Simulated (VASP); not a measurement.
Write the native input for VASP 6.6.1 that does the following.

| Property | Result |
| --- | --- |
| Task | single point |
| Functional | LDA |
| Potentials or basis | VASP PAW LDA potentials, release 64 (Na_pv) |
| Cutoff | 520 eV |
| k mesh | 11 × 11 × 11 |
| Occupations | fermi-dirac, width 0.03 eV |
| Spin | no spin polarisation |
| Dipole correction | no |
| Further INCAR settings | ALGO = Normal; EDIFF = 1e-06; NBANDS = 10 |

The structure of Na lies in POSCAR:

```
Na
1.0
   -2.0287155323      2.0287155323      2.0287155323
    2.0287155323     -2.0287155323      2.0287155323
    2.0287155323      2.0287155323     -2.0287155323
Na
1
Direct
    0.0000000000      0.0000000000      0.0000000000
```

These files were run (other wordings do the same):

INCAR

```
  ALGO = Normal
  EDIFF = 1E-6
  ENCUT = 520
  ISIF = 2
  ISMEAR = -1
  LASPH = True
  LCHARG = False
  LREAL = False
  LWAVE = False
  NBANDS = 10
  NELM = 80
  PREC = Accurate
  SIGMA = 0.03
```

KPOINTS

```
k-points
0
Gamma
  11 11 11
```

Potentials or basis: VASP PAW LDA potentials, release 64 (Na_pv).

Command:

```sh
$ cat potpaw_LDA.64/Na_pv/POTCAR > POTCAR
$ mpirun -np 1 vasp_std > vasp.out
```

It gave:

```json
{
  "Pressure": "-0.1 GPa"
}
```

Wall time 16 s on 1 thread of Intel(R) Xeon(R) Platinum 8259CL CPU @ 2.50GHz (Skylake/Cascade Lake), with other jobs on the host, peak memory 0.14 GiB.
